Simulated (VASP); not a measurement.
TiNF:

```
CELL_PARAMETERS angstrom
3.06200 0.00000 0.00000
0.00000 3.96439 0.00000
0.00000 0.00000 7.87083
ATOMIC_POSITIONS crystal
Ti 0.50000 0.00000 0.89591
Ti 0.00000 0.50000 0.10409
N 0.50000 0.50000 0.93932
N 0.00000 0.00000 0.06068
F 0.00000 0.00000 0.72462
F 0.50000 0.50000 0.27538
```

| Item | Value |
| --- | --- |
| Program | VASP 6.6.1 |
| Task | relaxation of cell and atoms |
| Functional | BLYP |
| Dispersion | D3(BJ) |
| Potentials or basis | VASP PAW PBE potentials, release 64 (Ti_sv, N, F) |
| Cutoff | 600 eV |
| k mesh | 4 × 3 × 2 |
| Occupations | fermi-dirac, width 0.05 eV |
| Spin | no spin polarisation |

At the start: pressure -0.6 GPa; volume 15.92 Å³/atom.

Task: How do energy, volume and symmetry change on relaxing?

Result: Over 37 steps the energy falls by 88.4 meV/atom and the volume is 11.12 Å³/atom (-30.1 %); space group Pmmn (No. 59, to 0.05 Å).

The path:
| step | energy change (eV) | largest force (eV/Å) | pressure (GPa) | volume (Å³) |
| --- | --- | --- | --- | --- |
| 1 | 0.0000 | 0.1855 | -0.60 | 95.54 |
| 2 | -0.0120 | 0.1959 | -0.03 | 94.72 |
| 3 | -0.0122 | 0.1992 | 0.05 | 94.58 |
| 4 | -0.0155 | 0.1629 | -0.26 | 94.40 |
| 5 | -0.0155 | 0.1692 | -0.26 | 94.39 |
| 6 | -0.0192 | 0.1720 | -0.21 | 94.03 |
| 7 | -0.0293 | 0.1865 | -0.15 | 92.95 |
| 8 | -0.0463 | 0.2255 | -0.02 | 90.78 |
| 9 | -0.0683 | 0.5068 | 0.56 | 86.42 |
| 10 | -0.0592 | 1.1395 | 3.17 | 77.68 |
| 11 | -0.0598 | 1.1401 | 3.12 | 77.64 |
| 12 | -0.0615 | 1.1407 | 3.09 | 77.52 |
| 13 | -0.0651 | 1.1426 | 3.04 | 77.29 |
| 14 | -0.0722 | 1.1464 | 2.90 | 76.82 |
| 15 | -0.0855 | 1.1546 | 2.65 | 75.89 |
| 16 | -0.1093 | 1.1689 | 2.28 | 74.02 |
| 17 | -0.1424 | 1.1801 | 2.08 | 70.25 |
| 18 | -0.0482 | 0.8661 | 6.55 | 62.62 |
| 19 | -0.1154 | 1.2906 | 3.86 | 68.30 |
| 20 | -0.1019 | 1.1943 | 5.03 | 65.47 |
| 21 | -0.1468 | 1.0494 | 3.75 | 65.18 |
| 22 | -0.2162 | 0.5822 | 0.68 | 64.30 |
| 23 | -0.2179 | 0.4712 | 0.06 | 64.12 |
| 24 | -0.2483 | 0.5006 | 0.30 | 64.18 |
| 25 | -0.3263 | 0.5824 | 1.03 | 64.35 |
| 26 | -0.4121 | 0.7310 | 2.96 | 64.63 |
| 27 | -0.4162 | 0.7820 | 3.76 | 64.71 |
| 28 | -0.4607 | 0.4931 | 0.23 | 65.91 |
| 29 | -0.4675 | 0.3982 | -1.44 | 66.52 |
| 30 | -0.4926 | 0.2913 | -1.03 | 66.39 |
| 31 | -0.5239 | 0.1731 | 0.40 | 65.99 |
| 32 | -0.5239 | 0.1742 | 0.44 | 66.00 |
| 33 | -0.5261 | 0.1008 | 0.11 | 66.19 |
| 34 | -0.5261 | 0.0889 | 0.11 | 66.17 |
| 35 | -0.5275 | 0.0846 | 0.10 | 66.30 |
| 36 | -0.5296 | 0.0728 | -0.02 | 66.67 |
| 37 | -0.5305 | 0.0164 | 0.21 | 66.74 |

Final structure:
```
Ti N F
1.0
     3.08295    0.00000    0.00000
     0.00000    3.90731    0.00000
     0.00000    0.00000    5.54041
Ti N F
2 2 2
Direct
  0.50000 0.00000 0.84816
  0.00000 0.50000 0.15184
  0.50000 0.50000 0.91749
  0.00000 0.00000 0.08251
  0.00000 0.00000 0.60656
  0.50000 0.50000 0.39344
```

Caveat: the k points lie up to 0.57 Å⁻¹ apart in the final cell; the volume moved by over 15 % at a fixed basis, so the end points are rough; the PAW data sets were made with another functional, which shifts forces and pressure a little; the relaxation stopped at a loose force limit of 0.05 eV/Å, so its end isn't a converged minimum.
